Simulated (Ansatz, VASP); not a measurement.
# NaH: VASP beside Ansatz

```
Na H
1.0
     0.00000    2.57095    2.63521
     2.57095    0.00000    2.63521
     2.57095    2.57095    0.00000
Na H
1 1
Direct
  0.00000 0.00000 0.00000
  0.25000 0.25000 0.25000
```

Change from the starting cell: epitaxial_xy strain -1.0%.

Alike in both runs: task single point; functional PBE; k mesh 8 × 8 × 8; occupations fermi-dirac, width 0.02 eV; no spin polarisation.

|  | VASP | Ansatz |
| --- | --- | --- |
| version | VASP 6.6.1 | Ansatz 0.2.0 |
| potentials or method | VASP PAW PBE potentials, release 64 (Na_pv, H) | plane waves, PAW |
| plane-wave cutoff (eV) | 520 | 420 |
| valence electrons in the cell | 8 | 10 |

```csv
,VASP,Ansatz,Ansatz less VASP
gap on the k mesh at the Fermi level (eV),3.59,3.59,+0.002
pressure (GPa),0.3,0.3,+0.02
"traceless stress, the component that is largest in VASP (GPa)",-0.09,-0.09,-0.001
```

With one functional, cell and mesh, what is left measures potentials, basis and numerics. VASP's potentials hold 8 valence electrons a cell and Ansatz's 10, so a difference there can come from the potentials and not from the codes.
